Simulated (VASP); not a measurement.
# Co (Fm-3m) in VASP: further runs, part 2 of 2

VASP 6.6.1. Earlier steps stand in the parts before.

### 3 Single point, PBE, collinear spin, ferromagnetic start (9.61 Å³/atom)

This run uses another cell than the first one, of 9.61 Å³/atom.

File INCAR:

```
PREC = Accurate
ENCUT = 520
EDIFF = 1E-6
ISMEAR = -1
SIGMA = 0.05
LREAL = False
LASPH = True
NELM = 150
ALGO = Normal
ISIF = 2
LWAVE = False
LCHARG = True
ISPIN = 2
MAGMOM = 1.717
LORBIT = 11
LMAXMIX = 4
GGA = PE
LELF = True
LVHAR = True
NBANDS = 14
```

File KPOINTS:

```
Automatic mesh
0
Gamma
  17 17 17
```

File POSCAR:

```
Co
1.0
    0.0000000000      1.6876068570      1.6876068570
    1.6876068570      0.0000000000      1.6876068570
    1.6876068570      1.6876068570      0.0000000000
Co
1
Direct
    0.0000000000      0.0000000000      0.0000000000
```

Potentials or basis: VASP PAW PBE potentials, release 64 (Co).

The run is started by

```
$ cat potpaw_PBE.64/Co/POTCAR > POTCAR
$ mpirun -np 1 vasp_std > vasp.out
```

OUTCAR:

```text
PREC = Accurate
   ENCUT = 520
   EDIFF = 1E-6
   ISMEAR = -1
   LREAL = False
   LASPH = True
   NELM = 150
   ISIF = 2
   ISPIN = 2
   LORBIT = 11
   GGA = PE

 ion  position               nearest neighbor table
   1  0.000  0.000  0.000-

  LATTYP: Found a face centered cubic cell.
 ALAT       =     3.3752137140

  Lattice vectors:

 A1 = (   0.0000000000,   1.6876068570,   1.6876068570)
 A2 = (   1.6876068570,   0.0000000000,   1.6876068570)
 A3 = (   1.6876068570,   1.6876068570,   0.0000000000)

Analysis of symmetry for initial positions (statically):
=====================================================================
 Subroutine PRICEL returns:
 Original cell was already a primitive cell.

 Routine SETGRP: Setting up the symmetry group for a
 face centered cubic supercell.

 Subroutine GETGRP returns: Found 48 space group operations
 (whereof 48 operations were pure point group operations)
 out of a pool of 48 trial point group operations.

The static configuration has the point symmetry O_h .

Analysis of symmetry for dynamics (positions and initial velocities):
=====================================================================
 Subroutine PRICEL returns:
 Original cell was already a primitive cell.

 Routine SETGRP: Setting up the symmetry group for a
 face centered cubic supercell.

 Subroutine GETGRP returns: Found 48 space group operations
 (whereof 48 operations were pure point group operations)
 out of a pool of 48 trial point group operations.

The dynamic configuration has the point symmetry O_h .

Analysis of structural, dynamic, and magnetic symmetry:
=====================================================================
 Subroutine PRICEL returns:
 Original cell was already a primitive cell.

 Routine SETGRP: Setting up the symmetry group for a
 face centered cubic supercell.

 Subroutine GETGRP returns: Found 48 space group operations
 (whereof 48 operations were pure point group operations)
 out of a pool of 48 trial point group operations.

The overall configuration has the point symmetry O_h .

[... 160 lines left out ...]
      6      10.6190      1.00000
      7      36.2227      0.00000
      8      41.5308      0.00000
      9      41.5308      0.00000
     10      41.5308      0.00000
     11      45.4045      0.00000
     12      45.4045      0.00000
     13      45.4045      0.00000
     14      47.1495      0.00000
[... 379 lines left out ...]
      3       9.5076      1.00000
      4       9.5117      1.00000
      5      10.4238      1.00000
      6      10.6834      1.00000
      7      33.9669      0.00000
      8      36.5687      0.00000
      9      40.0275      0.00000
     10      42.3264      0.00000
     11      44.3998      0.00000
     12      45.7969      0.00000
     13      48.2639      0.00000
     14      49.0044      0.00000

 [... further k-points ...]

 spin component 2

 k-point     1 :       0.0000    0.0000    0.0000
  band No.  band energies     occupation
      1       2.4741      1.00000
      2      10.7657      1.00000
      3      10.7657      1.00000
      4      10.7657      1.00000
      5      12.4313      0.00418
      6      12.4313      0.00418
      7      35.9695      0.00000
      8      41.6607      0.00000
      9      41.6607      0.00000
     10      41.6607      0.00000
     11      45.7348      0.00000
     12      45.7348      0.00000
     13      45.7348      0.00000
     14      47.0990      0.00000
[... 379 lines left out ...]
      3      11.0042      1.00000
      4      11.0057      1.00000
      5      12.2012      0.29537
      6      12.4814      0.00154
      7      34.1327      0.00000
      8      36.6283      0.00000
      9      40.1517      0.00000
     10      42.4994      0.00000
     11      44.4545      0.00000
     12      46.0666      0.00000
     13      49.0642      0.00000
     14      51.0430      0.00000

 [... further k-points ...]

------------------------ aborting loop because EDIFF is reached ----------------------------------------

  FORCE on cell =-STRESS in cart. coord.  units (eV):
  Direction    XX          YY          ZZ          XY          YZ          ZX
  --------------------------------------------------------------------------------------
  -------------------------------------------------------------------------------------
  Total        2.0347616      2.0347616      2.0347616      0.0000000      0.0000000     -0.0000000
  in kB      339.1409907    339.1409907    339.1409907      0.0000000      0.0000000     -0.0000000
  external PRESSURE =     339.1409907 kB  Pullay stress =       0.0000000 kB

 VOLUME and BASIS-vectors are now :
 -----------------------------------------------------------------------------
  energy-cutoff  :      520.00
  volume of cell :        9.61
      direct lattice vectors                 reciprocal lattice vectors
     0.000000000  1.687606857  1.687606857    -0.296277535  0.296277535  0.296277535
     1.687606857  0.000000000  1.687606857     0.296277535 -0.296277535  0.296277535
     1.687606857  1.687606857  0.000000000     0.296277535  0.296277535 -0.296277535

 POSITION                                       TOTAL-FORCE (eV/Angst)
 -----------------------------------------------------------------------------------
      0.00000      0.00000      0.00000         0.000000      0.000000      0.000000
 -----------------------------------------------------------------------------------
    total drift:                                0.000000     -0.000000     -0.000000

  FREE ENERGIE OF THE ION-ELECTRON SYSTEM (eV)
  ---------------------------------------------------
  free  energy   TOTEN  =        -6.9021717064 eV

  energy  without entropy=       -6.8936479040  energy(sigma->0) =       -6.89790981

 total charge

# of ion       s       p       d       tot
------------------------------------------
    1        0.545   0.636   7.358   8.539

 magnetization (x)

# of ion       s       p       d       tot
------------------------------------------
    1       -0.015  -0.050   1.571   1.507
```

Wall time 66 s (1 thread of Intel Xeon 8259CL, shared host); peak memory 0.15 GiB.

Results:

| Property | Result |
| --- | --- |
| Free energy | -6.9022 eV |
| Pressure | 33.9 GPa |
| Net moment | 1.51 μB per cell |
| Site moments | Co +1.51 μB |
| Valence electrons inside the program's atomic spheres | Co 8.54 |

Levels at points of the mesh, in eV from the Fermi level:
Spin up:
```
           k point  band 1  band 2  band 3  band 4  band 5  band 6  band 7  band 8  band 9  band 10
(0.00, 0.00, 0.00)   -9.72   -2.87   -2.87   -2.87   -1.54   -1.54   24.07   29.37   29.37    29.37
```
Spin down:
| k point | band 1 | band 2 | band 3 | band 4 | band 5 | band 6 | band 7 | band 8 |
| --- | --- | --- | --- | --- | --- | --- | --- | --- |
| (0.00, 0.00, 0.00) | -9.68 | -1.39 | -1.39 | -1.39 | 0.27 | 0.27 | 23.81 | 29.50 |

Caveat: the cell stands under pressure.

### 4 Single point, PBE, collinear spin, ferromagnetic start (10.05 Å³/atom)

This run uses another cell than the first one, of 10.05 Å³/atom.

File INCAR:

```
SYSTEM = Co
PREC     = Accurate       ! precision mode
ENCUT    = 520            ! plane-wave cutoff, eV
EDIFF    = 1E-6           ! SCF threshold, eV
ISMEAR   = -1             ! smearing method
SIGMA    = 0.05           ! smearing width, eV
LREAL    = .FALSE.        ! projectors in reciprocal space
LASPH    = .TRUE.         ! aspherical terms in the spheres
NELM     = 150            ! most SCF steps
ALGO     = Normal         ! electronic algorithm
ISIF     = 2              ! what is computed and relaxed
LWAVE    = .FALSE.        ! write WAVECAR
LCHARG   = .TRUE.         ! write CHGCAR
ISPIN    = 2              ! spin polarisation
MAGMOM   = 1.717          ! initial moments
LORBIT   = 11             ! projections on sites
LMAXMIX  = 4              ! l up to which the mixer works
GGA      = PE             ! functional
LELF     = .TRUE.         ! ELF
LVHAR    = .TRUE.       
NBANDS   = 14             ! bands
```

File KPOINTS:

```
regular mesh
0
G
  17 17 17
  0 0 0
```

File POSCAR:

```
Co
1.0
    0.0000000000      1.7127987331      1.7127987331
    1.7127987331      0.0000000000      1.7127987331
    1.7127987331      1.7127987331      0.0000000000
Co
1
Direct
    0.0000000000      0.0000000000      0.0000000000
```

The run is started by

```
$ cat potpaw_PBE.64/Co/POTCAR > POTCAR
$ mpirun -np 1 vasp_std > vasp.out
```

Run time: 52 s. Hardware: 1 thread of Intel Xeon 8259CL, shared host; peak memory 0.15 GiB.

Results (log left out):

| Property | Result |
| --- | --- |
| Free energy | -6.9745 eV |
| Pressure | 19.9 GPa |
| Net moment | 1.57 μB per cell |
| Site moments | Co +1.58 μB |
| Valence electrons inside the program's atomic spheres | Co 8.43 |

Levels at points of the mesh, in eV from the Fermi level:
Spin up:
```csv
k point,band 2,band 3,band 4,band 5,band 6,band 7,band 8,band 9
"(0.00, 0.00, 0.00)",-2.81,-2.81,-2.81,-1.60,-1.60,23.69,28.64,28.64
```
Spin down:
| k point | band 2 | band 3 | band 4 | band 5 | band 6 | band 7 |
| --- | --- | --- | --- | --- | --- | --- |
| (0.00, 0.00, 0.00) | -1.29 | -1.29 | -1.29 | 0.30 | 0.30 | 23.41 |

Caveat: the cell stands under pressure.

### 5 The runs side by side

| cell | k mesh | gap on the mesh (eV) | pressure (GPa) | moment (μB) |
| --- | --- | --- | --- | --- |
| a = 2.491 Å, angles 60.0°, 1 atom | 15 × 15 × 15 | none | -0.7 | 1.65 |
| a = 2.387 Å, angles 60.0°, 1 atom | 17 × 17 × 17 | none | 33.9 | 1.51 |
| a = 2.422 Å, angles 60.0°, 1 atom | 17 × 17 × 17 | none | 19.9 | 1.57 |

Alike in all rows: task single point; level PBE; potentials or basis VASP PAW PBE potentials, release 64 (Co); spin collinear, ferromagnetic start; cutoff (eV) 520; smearing fermi-dirac 0.05 eV.

Caveats: the cell stands under pressure (at least some runs).

Absolute energies hang on the potentials; compare differences alone.
